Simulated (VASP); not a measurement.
# LiCl (wurtzite type) (P6_3mc) in VASP: electric field gradients with PBE

Aim: the electric field gradients of LiCl (wurtzite type) with PBE.

Program: VASP 6.6.1. These are calculated values, not measurements. Logs are shortened: lines on timing, memory, paths and dates and some standing lists are left out, and cuts for length are marked.

## Step 1: The cell of the first run

Symmetry: P6_3mc, No. 186, hexagonal system. The conventional cell has a = 3.926 Å, b = 3.926 Å, c = 6.287 Å, α = 90.00°, β = 90.00°, γ = 120.00°. Within 3.2 Å of Li (site symmetry 3m) lie 4 Cl at 2.39 Å. Cl (site symmetry 3m) has 4 Li at 2.39 Å within 3.2 Å.

## Step 2: Electric field gradients, PBE

Contents of INCAR:

```
PREC = Accurate
ENCUT = 520
EDIFF = 1E-8
ISMEAR = -1
SIGMA = 0.05
LREAL = F
LASPH = T
NELM = 100
ALGO = Normal
ISIF = 2
LWAVE = F
LCHARG = F
GGA = PE
LEFG = T
NBANDS = 18
```

Contents of KPOINTS:

```
regular mesh
0
Gamma
  10 10 6
```

Contents of POSCAR:

```
LiCl
1.0
    3.9260767245      0.0000000000      0.0000000000
   -1.9630383622      3.4000821806      0.0000000000
    0.0000000000      0.0000000000      6.2869192864
Li Cl
2 2
Direct
    0.3333333333      0.6666666667     -0.0024205214
    0.6666666667      0.3333333333      0.4975794786
    0.3333333333      0.6666666667      0.3784205214
    0.6666666667      0.3333333333      0.8784205214
```

Potentials or basis: VASP PAW PBE potentials, release 64 (Li_sv, Cl).

Run with:

```sh
> cat potpaw_PBE.64/Li_sv/POTCAR potpaw_PBE.64/Cl/POTCAR > POTCAR
> mpirun -np 1 vasp_std > vasp.out
```

OUTCAR:

```text
PREC = Accurate
   ENCUT = 520
   EDIFF = 1E-8
   ISMEAR = -1
   LREAL = F
   LASPH = T
   NELM = 100
   ISIF = 2
   GGA = PE

 ion  position               nearest neighbor table
   1  0.333  0.667  0.998-   4 2.39   4 2.39   4 2.39   3 2.39
   2  0.667  0.333  0.498-   3 2.39   3 2.39   3 2.39   4 2.39
   3  0.333  0.667  0.378-   2 2.39   2 2.39   2 2.39   1 2.39
   4  0.667  0.333  0.878-   1 2.39   1 2.39   1 2.39   2 2.39

  LATTYP: Found a hexagonal cell.
 ALAT       =     3.9260767245
 C/A-ratio  =     1.6013235929

  Lattice vectors:

 A1 = (   3.9260767245,   0.0000000000,   0.0000000000)
 A2 = (  -1.9630383622,   3.4000821806,   0.0000000000)
 A3 = (   0.0000000000,   0.0000000000,   6.2869192864)

Analysis of symmetry for initial positions (statically):
=====================================================================
 Subroutine PRICEL returns:
 Original cell was already a primitive cell.

 Routine SETGRP: Setting up the symmetry group for a
 hexagonal supercell.

 Subroutine GETGRP returns: Found 12 space group operations
 (whereof  6 operations were pure point group operations)
 out of a pool of 24 trial point group operations.

The static configuration has the point symmetry C_3v.
 The point group associated with its full space group is C_6v.

Analysis of symmetry for dynamics (positions and initial velocities):
=====================================================================
 Subroutine PRICEL returns:
 Original cell was already a primitive cell.

 Routine SETGRP: Setting up the symmetry group for a
 hexagonal supercell.

 Subroutine GETGRP returns: Found 12 space group operations
 (whereof  6 operations were pure point group operations)
 out of a pool of 24 trial point group operations.

The dynamic configuration has the point symmetry C_3v.
 The point group associated with its full space group is C_6v.

 Subroutine INISYM returns: Found 12 space group operations
 (whereof  6 operations are pure point group operations),
 and found     1 'primitive' translations

----------------------------------------------------------------------------------------

                                     Primitive cell

  volume of cell :      83.9240

  direct lattice vectors                    reciprocal lattice vectors
     3.926076725  0.000000000  0.000000000     0.254707198  0.147055269  0.000000000
    -1.963038362  3.400082181  0.000000000     0.000000000  0.294110538  0.000000000
     0.000000000  0.000000000  6.286919286     0.000000000  0.000000000  0.159060416

  length of vectors
     3.926076725  3.926076724  6.286919286     0.294110538  0.294110538  0.159060416

  position of ions in fractional coordinates (direct lattice)
     0.333333333  0.666666667  0.997579479
     0.666666667  0.333333333  0.497579479
     0.333333333  0.666666667  0.378420521
     0.666666667  0.333333333  0.878420521

  ion indices of the primitive-cell ions
   primitive index   ion index
                 1           1
                 2           2
                 3           3
                 4           4

----------------------------------------------------------------------------------------

 KPOINTS: regular mesh

Automatic generation of k-mesh.
 Grid dimensions read from file:
 generate k-points for:   10   10    6

 Generating k-lattice:

  Cartesian coordinates                     Fractional coordinates (reciprocal lattice)
     0.025470720  0.014705527  0.000000000     0.100000000  0.000000000  0.000000000
     0.000000000  0.029411054  0.000000000     0.000000000  0.100000000  0.000000000
     0.000000000  0.000000000  0.026510069     0.000000000  0.000000000  0.166666667

  Length of vectors
     0.029411054  0.029411054  0.026510069

  Shift w.r.t. Gamma in fractional coordinates (k-lattice)
     0.000000000  0.000000000  0.000000000

 Subroutine IBZKPT returns following result:
 ===========================================

 Found     56 irreducible k-points:

 Following reciprocal coordinates:
            Coordinates               Weight
  0.000000  0.000000  0.000000      1.000000
  0.100000 -0.000000  0.000000      6.000000
  0.200000 -0.000000  0.000000      6.000000
  0.300000  0.000000  0.000000      6.000000
  0.400000 -0.000000  0.000000      6.000000
  0.500000 -0.000000  0.000000      3.000000
[... 16 lines left out ...]
  0.300000  0.100000  0.166667     24.000000
  0.400000  0.100000  0.166667     24.000000
 [... further k-points ...]
   k-points           NKPTS =     56   k-points in BZ     NKDIM =     56   number of bands    NBANDS=     18
   number of dos      NEDOS =    301   number of ions     NIONS =      4
   total plane-waves  NPLWV =  43200
   dimension x,y,z NGX =    30 NGY =   30 NGZ =   48
   dimension x,y,z NGXF=    60 NGYF=   60 NGZF=   96
   ions per type =               2   2
   NGX,Y,Z   is equivalent  to a cutoff of  12.70, 12.70, 12.69 a.u.
   NGXF,Y,Z  is equivalent  to a cutoff of  25.41, 25.41, 25.39 a.u.
 SYSTEM =  unknown system
   PREC   = accura    normal or accurate (medium, high low for compatibility)
   ISTART =      0    job   : 0-new  1-cont  2-samecut
   ICHARG =      2    charge: 1-file 2-atom 10-const
   ISPIN  =      1    spin polarized calculation?
   LNONCOLLINEAR =      F non collinear calculations
   LSORBIT =      F    spin-orbit coupling
   LASPH  =      T    aspherical Exc in radial PAW
   ENCUT  =  520.0 eV  38.22 Ry    6.18 a.u.   7.30  7.30 11.69*2*pi/ulx,y,z
   NELM   =    100;   NELMIN=  2; NELMDL= -5     # of ELM steps
   EDIFF  = 0.1E-07   stopping-criterion for ELM
   LREAL  =      F    real-space projection
   EDIFFG = 0.1E-06   stopping-criterion for IOM
   NSW    =      0    number of steps for IOM
   IBRION =     -1    ionic relax: 0-MD 1-quasi-New 2-CG
   NFREE  =      0    steps in history (QN), initial steepest desc. (CG)
   ISIF   =      2    stress and relaxation
   ISYM   =      2    0-nonsym 1-usesym 2-fastsym
   POTIM  = 0.5000    time-step for ionic-motion
   TEBEG  =    0.0;   TEEND  =   0.0 temperature during run
   PSTRESS=    0.0 pullay stress
   NELECT =      20.0000    total number of electrons
   NUPDOWN=      -1.0000    fix difference up-down
   EMIN   =  10.00;   EMAX   =-10.00  energy-range for DOS
[... 5 lines left out ...]
     AMIX     =   0.40;   BMIX     =  1.00
     AMIX_MAG =   1.60;   BMIX_MAG =  1.00
  volume/ion in A,a.u.               =      20.98       141.59
  Fermi-wavevector in a.u.,A,eV,Ry     =   1.014977  1.918028 14.016423  1.030178
  Thomas-Fermi vector in A             =   2.148236
   LORBIT       =      0    0 simple, 1 ext, 2 COOP (PROOUT), +10 PAW based schemes
   GGA     = PE    functional components
   LHFCALC =     F    Hartree Fock is set to
   AEXX    =    0.0000 exact exchange contribution
   IVDW    =     0    specifies the selected vdW correction
   LEPSILON=     F    determine dielectric tensor
   LRPA    =     F    only Hartree local field effects (RPA)
 non-spin polarized calculation
  energy-cutoff  :      520.00
  volume of cell :       83.92
 maximum number of plane-waves:      2297
 NGX is ok and might be reduce to    30
   NGX = 15   NGY = 15   NGZ = 23

 number of electron      20.0000003 magnetization

 Free energy of the ion-electron system (eV)
  ---------------------------------------------------
  ext. energy  EPLUGINS =         0.00000000
  ---------------------------------------------------
  free energy    TOTEN  =       -14.87251990 eV

  energy without entropy =      -14.87251990  energy(sigma->0) =      -14.87251990

 E-fermi :  -0.1630     XC(G=0):  -7.6153

 val. band max:       -1.2486147162   @ k =   0.0000   0.0000   0.0000
 cond. band min:       4.6926315521   @ k =   0.0000   0.0000   0.0000
 fundamental gap:      5.9412462683
 Fermi energy:        -0.1629794900

 k-point     1 :       0.0000    0.0000    0.0000
  band No.  band energies     occupation
      1     -44.2017      2.00000
      2     -44.2003      2.00000
      3     -13.9810      2.00000
      4     -13.6801      2.00000
      5      -3.2716      2.00000
      6      -1.6409      2.00000
[... 10 lines left out ...]
     17       9.6247      0.00000
     18       9.6483      0.00000
[... 463 lines left out ...]
 k-point    24 :       0.4000    0.1000    0.1667
  band No.  band energies     occupation
      1     -44.2003      2.00000
      2     -44.1999      2.00000
      3     -13.7055      2.00000
      4     -13.6222      2.00000
      5      -3.0745      2.00000
      6      -2.6775      2.00000
[... 10 lines left out ...]
     17      10.5927      0.00000
     18      11.6281      0.00000

 [... further k-points ...]
[... 5 lines left out ...]
  --------------------------------------------------------------------------------------
  -------------------------------------------------------------------------------------
  Total       -0.0347438     -0.0347438     -0.0456778     -0.0000000      0.0000000      0.0000000
  in kB       -0.6632881     -0.6632881     -0.8720270     -0.0000000      0.0000000      0.0000000
  external PRESSURE =      -0.7328677 kB  Pullay stress =       0.0000000 kB

 VOLUME and BASIS-vectors are now :
 -----------------------------------------------------------------------------
  energy-cutoff  :      520.00
  volume of cell :       83.92
      direct lattice vectors                 reciprocal lattice vectors
     3.926076725  0.000000000  0.000000000     0.254707198  0.147055269  0.000000000
    -1.963038362  3.400082181  0.000000000     0.000000000  0.294110538  0.000000000
     0.000000000  0.000000000  6.286919286     0.000000000  0.000000000  0.159060416

 POSITION                                       TOTAL-FORCE (eV/Angst)
 -----------------------------------------------------------------------------------
     -0.00000      2.26672      6.27170         0.000000      0.000000      0.000173
      1.96304      1.13336      3.12824         0.000000      0.000000      0.000173
     -0.00000      2.26672      2.37910        -0.000000      0.000000     -0.000173
      1.96304      1.13336      5.52256         0.000000     -0.000000     -0.000173
 -----------------------------------------------------------------------------------
    total drift:                               -0.000001     -0.000001     -0.000062

  FREE ENERGIE OF THE ION-ELECTRON SYSTEM (eV)
  ---------------------------------------------------
  free  energy   TOTEN  =       -14.8725198987 eV

  energy  without entropy=      -14.8725198987  energy(sigma->0) =      -14.87251990

 Electric field gradients (V/A^2)
---------------------------------------------------------------------
 ion       V_xx      V_yy      V_zz      V_xy      V_xz      V_yz
---------------------------------------------------------------------
   1      -0.011    -0.016     0.027    -0.004     0.000    -0.000
   2      -0.011    -0.016     0.027    -0.004    -0.000     0.000
   3       0.450     0.450    -0.900     0.001     0.000    -0.000
   4       0.450     0.450    -0.900     0.001    -0.000     0.000
---------------------------------------------------------------------

 Electric field gradients after diagonalization (V/A^2)
 (convention: |V_zz| > |V_xx| > |V_yy|)
----------------------------------------------------------------------
 ion       V_xx      V_yy      V_zz     asymmetry (V_yy - V_xx)/ V_zz
----------------------------------------------------------------------
   1      -0.018    -0.009     0.027       0.330
   2      -0.018    -0.009     0.027       0.330
   3       0.451     0.449    -0.900       0.002
   4       0.451     0.449    -0.900       0.002
----------------------------------------------------------------------

           NMR quadrupolar parameters

 Cq : quadrupolar parameter    Cq=e*Q*V_zz/h
 eta: asymmetry parameters     (V_yy - V_xx)/ V_zz
 Q  : nuclear electric quadrupole moment in mb (millibarn)
----------------------------------------------------------------------
 ion       Cq(MHz)       eta       Q (mb)
----------------------------------------------------------------------
   1       0.000       0.330       1.000
   2       0.000       0.330       1.000
   3      -0.002       0.002       1.000
   4      -0.002       0.002       1.000
----------------------------------------------------------------------
```

It took 40 s on 1 thread of Intel Xeon 6975P-C (Granite Rapids), shared host; peak memory 0.22 GiB.

Results:

```yaml
Free_energy: -14.8725 eV
Band_gap_on_the_k_mesh: 5.94 eV, direct
```

Levels at points of the mesh, in eV from the valence-band top:
```csv
k point,band 7,band 8,band 9,band 10,band 11,band 12,band 13,band 14
"(0.00, 0.00, 0.00)",-0.39,-0.07,-0.07,0.00,5.94,8.18,9.95,9.95
"(0.50, 0.00, 0.00)",-1.13,-0.90,-0.58,-0.34,7.84,7.97,9.07,10.29
"(0.00, 0.00, 0.50)",-0.24,-0.24,-0.24,-0.24,7.24,7.24,10.16,10.16
"(0.50, 0.00, 0.50)",-0.64,-0.64,-0.58,-0.58,7.38,7.38,9.90,9.90
```

Electric field gradients, principal values (V/Å²):
| atom | least | middle | greatest (by size) |
| --- | --- | --- | --- |
| 1 Li | -0.009 | -0.018 | 0.027 |
| 2 Li | -0.009 | -0.018 | 0.027 |
| 3 Cl | 0.449 | 0.451 | -0.900 |
| 4 Cl | 0.449 | 0.451 | -0.900 |

Caveat: the cutoff is under 1.25 times the usual one of these potentials, so pressure, stress and relaxed cells hold a basis-set (Pulay) error; without QUAD_EFG the Cq values of the log hold for a quadrupole moment of 1 mb, not for the nuclei.
